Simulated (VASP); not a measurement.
A run of VASP 6.6.1 is set up as follows.

Contents of INCAR:

```
PREC     = Accurate       # precision mode
ENCUT    = 910            # plane-wave cutoff, eV
EDIFF    = 1E-6           # SCF threshold, eV
ISMEAR   = 0              # smearing method
SIGMA    = 0.05           # smearing width, eV
LREAL    = False          # projectors in reciprocal space
LASPH    = True           # aspherical terms in the spheres
NELM     = 120            # most SCF steps
ALGO     = Normal         # electronic algorithm
ISIF     = 2              # what is computed and relaxed
LWAVE    = False          # write WAVECAR
LCHARG   = False          # write CHGCAR
GGA      = PE             # functional
IVDW     = 12             # dispersion correction
NBANDS   = 28             # bands
GGA_COMPAT= False
```

The input KPOINTS:

```
Automatic mesh
0
Gamma
  10 10 8
```

The input POSCAR:

```
SnO
1.0
    3.8366801318      0.0000000000      0.0000000000
    0.0000000000      3.8366801318      0.0000000000
    0.0000000000      0.0000000000      4.7603642279
Sn O
2 2
Direct
    0.5000000000      0.0000000000      0.2434009502
    0.0000000000      0.5000000000      0.7565990498
    0.0000000000      0.0000000000      0.0000000000
    0.5000000000      0.5000000000      0.0000000000
```

Potentials or basis: VASP PAW PBE potentials, release 64 (Sn_d, O_h).

The run is started by

```sh
$ cat potpaw_PBE.64/Sn_d/POTCAR potpaw_PBE.64/O_h/POTCAR > POTCAR
$ mpirun -np 1 vasp_std > vasp.out
```

Question: Predict the dispersion energy per atom.

Answer: -0.235 eV.

Question: Estimate the pressure.

Answer: 0.1 GPa.

Question: Predict the largest force.

Answer: 0.072 eV/Å.

Forces in eV/Å, atoms in the order of the input:
```
Sn   0.000  0.000  0.072
Sn   0.000  0.000 -0.072
O    0.000  0.000  0.000
O    0.000  0.000  0.000
```

Caveat: the cutoff is under 1.25 times the usual one of these potentials, so pressure, stress and relaxed cells hold a basis-set (Pulay) error.
